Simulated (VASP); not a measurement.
The system is Ti4C.

```
Ti C
1.0
     2.32736    1.34370    3.60295
    -2.32736    1.34370    3.60295
     0.00000   -2.68740    3.60295
Ti C
4 1
Cartesian
  0.0000 -1.3437 1.8015
  1.1637 0.6719 1.8015
  -1.1637 0.6719 1.8015
  0.0000 0.0000 5.4044
  0.0000 0.0000 0.0000
```

The cell was built from a structure type or drawn by symmetry, and may not be a known phase.

```yaml
Program: VASP 6.6.1
Task: relaxation of cell and atoms
Functional: PBE
Potentials_or_basis: VASP PAW PBE potentials, release 64 (Ti_sv, C)
Cutoff: 600 eV
k_mesh: 6 × 6 × 6
Occupations: gaussian, width 0.1 eV
Spin: no spin polarisation
```

At the start: pressure 35.7 GPa; volume 13.52 Å³/atom.

Q: How do energy, volume and symmetry change on relaxing?

A: Over 10 steps the energy falls by 1745.8 meV/atom and the volume is 15.05 Å³/atom (+11.3 %); space group R-3m (No. 166, to 0.1 Å) before, Pm-3m (No. 221, to 0.1 Å).

The path:
| step | energy change (eV) | largest force (eV/Å) | pressure (GPa) | volume (Å³) |
| --- | --- | --- | --- | --- |
| 1 | 0.0000 | 0.0000 | 35.72 | 67.60 |
| 2 | -5.7002 | 0.0000 | -19.91 | 97.85 |
| 3 | -5.8297 | 0.0000 | -14.96 | 91.97 |
| 4 | -8.4569 | 0.0000 | -4.22 | 78.02 |
| 5 | -8.6855 | 0.0000 | 2.42 | 74.20 |
| 6 | -8.6900 | 0.0000 | 4.10 | 73.38 |
| 7 | -8.6900 | 0.0000 | 3.25 | 73.78 |
| 8 | -8.7237 | 0.0000 | -1.76 | 76.18 |
| 9 | -8.7275 | 0.0000 | -0.58 | 75.59 |
| 10 | -8.7289 | 0.0000 | 0.03 | 75.26 |

Final structure:
```xyz
5
Lattice="2.9772 1.7189 2.4510 -2.9772 1.7189 2.4510 0.0000 -3.4378 2.4510" Properties=species:S:1:pos:R:3 pbc="T T T"
Ti    0.0000   -1.7189    1.2255
Ti    1.4886    0.8594    1.2255
Ti   -1.4886    0.8594    1.2255
Ti    0.0000    0.0000    3.6765
C     0.0000   -3.4378    2.4510
```
